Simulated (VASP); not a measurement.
Input of a VASP 6.6.1 run:

The input INCAR:

```
PREC = Accurate
ENCUT = 600
EDIFF = 1E-6
ISMEAR = 0
SIGMA = 0.1
LREAL = False
LASPH = True
NELM = 60
ALGO = Normal
ISIF = 3
LWAVE = False
LCHARG = False
GGA = PE
IBRION = 2
NSW = 90
EDIFFG = -0.04
```

Contents of KPOINTS:

```
Automatic mesh
0
Gamma
  4 4 4
```

Contents of POSCAR:

```
YBe2Al2Au
1.0
    3.9397801300      0.0000000000      0.0000000000
    0.0000000000      3.9397801300      0.0000000000
    0.0000000000      0.0000000000      5.1838865600
Y Be Al Au
1 2 2 1
Direct
    0.0000000000      0.0000000000      0.5000000000
    0.0000000000      0.5000000000      0.0000000000
    0.5000000000      0.0000000000      0.0000000000
    0.5000000000      0.5000000000      0.2707569900
    0.5000000000      0.5000000000      0.7292430100
    0.0000000000      0.0000000000      0.0000000000
```

Potentials or basis: VASP PAW PBE potentials, release 64 (Y_sv, Be, Al, Au).

Launch:

```sh
$ cat potpaw_PBE.64/Y_sv/POTCAR potpaw_PBE.64/Be/POTCAR potpaw_PBE.64/Al/POTCAR potpaw_PBE.64/Au/POTCAR > POTCAR
$ mpirun -np 1 vasp_std > vasp.out
```

(1) Estimate the band gap on the k mesh.

(2) Estimate the relaxed volume.

(3) What does it give for the relaxed cell?

(4) Predict the space group after relaxing (to 0.1 Å).

Answers

(1) zero (bands 16 and 17 overlap by 0.82 eV).

(2) 18.14 Å³/atom.

(3) a = 4.372 Å, b = 4.372 Å, c = 5.694 Å, α = 90.00°, β = 90.00°, γ = 90.00°.

(4) P4/mmm (No. 123).

Caveat: the k points lie up to 0.36 Å⁻¹ apart in the final cell, too coarse for converged energies and pressures of a metal; the volume moved by over 15 % at a fixed basis, so the end points are rough; spin-orbit coupling is left out, which moves the levels of the heavy elements.
